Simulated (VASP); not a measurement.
Write the native input for VASP 6.6.1 that does the following.

```yaml
Task: single point
Functional: PBE
Potentials_or_basis: VASP PAW PBE potentials, release 64 (Sb, Ni)
Cutoff: 520 eV
k_mesh: 7 × 7 × 5
Occupations: fermi-dirac, width 0.05 eV
Spin: collinear spin, ferromagnetic start
Starting_moments: "[0.0, 0.0, 0.75, 0.75] μB"
Fixed_moment: 1.5 μB
Dipole_correction: no
Further_INCAR_settings: ALGO = Normal; EDIFF = 1e-06; NBANDS = 27
```

The structure of NiSb (Breithauptite) lies in POSCAR:

```
NiSb
1.0
    3.9280000000      0.0000000000      0.0000000000
   -1.9640000000      3.4017477861      0.0000000000
    0.0000000000      0.0000000000      5.1200000000
Sb Ni
2 2
Direct
    0.6666666667      0.3333333333      0.7500000000
    0.3333333333      0.6666666667      0.2500000000
    0.0000000000      0.0000000000      0.5000000000
    0.0000000000      0.0000000000      0.0000000000
```

These files were run (other wordings do the same):

INCAR

```
SYSTEM = NiSb
  PREC = Accurate
  ENCUT = 520
  EDIFF = 1E-6
  ISMEAR = -1
  SIGMA = 0.05
  LREAL = .False.
  LASPH = .True.
  NELM = 150
  ALGO = Normal
  ISIF = 2
  LWAVE = .False.
  LCHARG = .False.
  ISPIN = 2
  MAGMOM = 0 0 0.75 0.75
  LORBIT = 11
  NUPDOWN = 1.5
  LMAXMIX = 4
  GGA = PE
  NBANDS = 27
```

KPOINTS

```
regular mesh
0
Gamma
  7 7 5
  0 0 0
```

Potentials or basis: VASP PAW PBE potentials, release 64 (Sb, Ni).

Launch:

```console
$ cat potpaw_PBE.64/Sb/POTCAR potpaw_PBE.64/Ni/POTCAR > POTCAR
$ mpirun -np 1 vasp_std > vasp.out
```

It gave:

```json
{
  "Pressure": "6.2 GPa",
  "Net moment": "1.50 μB per cell",
  "Site moments": "Sb +0.13; Ni +0.50 μB",
  "Valence electrons inside the program's atomic spheres": "Sb 2.44; Ni 9.39"
}
```

Caveat: the total moment is fixed, so each spin has its own Fermi level.

It took 2.1 min on 1 thread of Oxide Virtual Turin-like Processor, with other jobs on the host, peak memory 0.21 GiB.
